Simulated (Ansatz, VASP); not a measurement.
## Two plane-wave programs on Hf

```xyz
1
Lattice="-1.8050 1.8050 1.8050 1.8050 -1.8050 1.8050 1.8050 1.8050 -1.8050" Properties=species:S:1:pos:R:3 pbc="T T T"
Hf    0.0000    0.0000    0.0000
```

Alike in both runs: task relaxation of cell and atoms; functional LDA; k mesh 10 × 10 × 10; occupations fermi-dirac, width 0.05 eV; no spin polarisation.

|  | VASP | Ansatz |
| --- | --- | --- |
| version | VASP 6.6.1 | Ansatz 0.2.0 |
| potentials or method | VASP PAW LDA potentials, release 64 (Hf_pv) | Ansatz PAW |
| plane-wave cutoff (eV) | 600 | 420 |
| valence electrons in the cell | 10 | 26 |

Ansatz gave:

| Property | Result |
| --- | --- |
| gap on the k mesh at the Fermi level, each at its own relaxed structure (eV) | none |
| relaxed volume (Å³/atom) | 20.42 |
| relaxed cell length with the largest relative difference (Å) | 2.982 |

Q: What did VASP give for the same quantities?

A: gap on the k mesh at the Fermi level, each at its own relaxed structure (eV): none; relaxed volume (Å³/atom): 20.43; relaxed cell length with the largest relative difference (Å): 2.983.

LDA's correlation is that of Perdew and Zunger in VASP and of Perdew and Wang (1992) in Ansatz. A gap of «none» marks a metal or a gap that the smearing closes. VASP's potentials hold 10 valence electrons a cell and Ansatz's 26, so a difference there can come from the potentials and not from the codes.

Neither program's run includes spin-orbit coupling. Noted on Ansatz's run: the plane-wave basis is chosen anew once the cell has moved, so the energies of steps on either side of that aren't comparable.
